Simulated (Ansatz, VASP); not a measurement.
## One calculation of InP, two programs

The input INCAR:

```
SYSTEM = InP
PREC = Accurate ; ENCUT = 400
EDIFF = 1E-6 ; ISMEAR = 0
SIGMA = 0.05 ; LREAL = .FALSE.
LASPH = .TRUE. ; NELM = 120
ALGO = Normal ; ISIF = 2
LWAVE = .FALSE. ; LCHARG = .FALSE.
GGA = PE ; NBANDS = 66
GGA_COMPAT = .FALSE. ; NELMDL = -8
```

KPOINTS

```
regular mesh
0
G
  8 6 1
  0 0 0
```

File POSCAR:

```
InP
1.0
    4.2144047934      0.0000000000      0.0000000000
    0.0000000000      5.9600684162      0.0000000000
    0.0000000000      0.0000000000     25.5360119836
In P
6 6
Direct
    0.5000000000      0.5000000000      0.2937028697
    0.0000000000      0.0000000000      0.3762217218
    0.5000000000      0.5000000000      0.4587405739
    0.0000000000      0.0000000000      0.5412594261
    0.5000000000      0.5000000000      0.6237782782
    0.0000000000      0.0000000000      0.7062971303
    0.0000000000      0.2500000000      0.2937028697
    0.5000000000      0.7500000000      0.3762217218
    0.0000000000      0.2500000000      0.4587405739
    0.5000000000      0.7500000000      0.5412594261
    0.0000000000      0.2500000000      0.6237782782
    0.5000000000      0.7500000000      0.7062971303
```

Input for Ansatz:

```yaml
crystal:
  lattice:
    - [4.2144047934, 0.0, 0.0]
    - [0.0, 5.9600684162, 0.0]
    - [0.0, 0.0, 25.5360119836]
  atoms:
    - { symbol: In, position: [0.5, 0.5, 0.2937028697] }
    - { symbol: P, position: [0.0, 0.25, 0.2937028697] }
    - { symbol: In, position: [0.0, 0.0, 0.3762217218] }
    - { symbol: P, position: [0.5, 0.75, 0.3762217218] }
    - { symbol: In, position: [0.5, 0.5, 0.4587405739] }
    - { symbol: P, position: [0.0, 0.25, 0.4587405739] }
    - { symbol: In, position: [0.0, 0.0, 0.5412594261] }
    - { symbol: P, position: [0.5, 0.75, 0.5412594261] }
    - { symbol: In, position: [0.5, 0.5, 0.6237782782] }
    - { symbol: P, position: [0.0, 0.25, 0.6237782782] }
    - { symbol: In, position: [0.0, 0.0, 0.7062971303] }
    - { symbol: P, position: [0.5, 0.75, 0.7062971303] }
basis:
  ecutwfc: 420
kpoints:
  mp_grid: { grid: [8, 6, 1] }
hamiltonian:
  xc: pbe
scf:
  occupations: { method: gaussian, width: 0.05 }
output:
  forces: true
  stress: true
  eigenvalues: true
```

Alike in both runs: task single point; functional PBE; k mesh 8 × 6 × 1; occupations gaussian, width 0.05 eV; no spin polarisation.

|  | VASP | Ansatz |
| --- | --- | --- |
| version | VASP 6.6.1 | Ansatz 0.2.0 |
| potentials or method | VASP PAW PBE potentials, release 64 (In_d, P), cutoff 400 eV | scalar-relativistic, plane waves, PAW |
| valence electrons in the cell | 108 | 108 |

```tsv
	VASP	Ansatz	Ansatz less VASP
gap on the k mesh at the Fermi level (eV)	0.42	0.42	0.000
least direct gap on the mesh (eV)	0.46	0.47	+0.005
rms of the force components (eV/Å)	0.470	0.468	-0.0028
```

With one functional, cell and mesh, what is left measures potentials, basis and numerics.
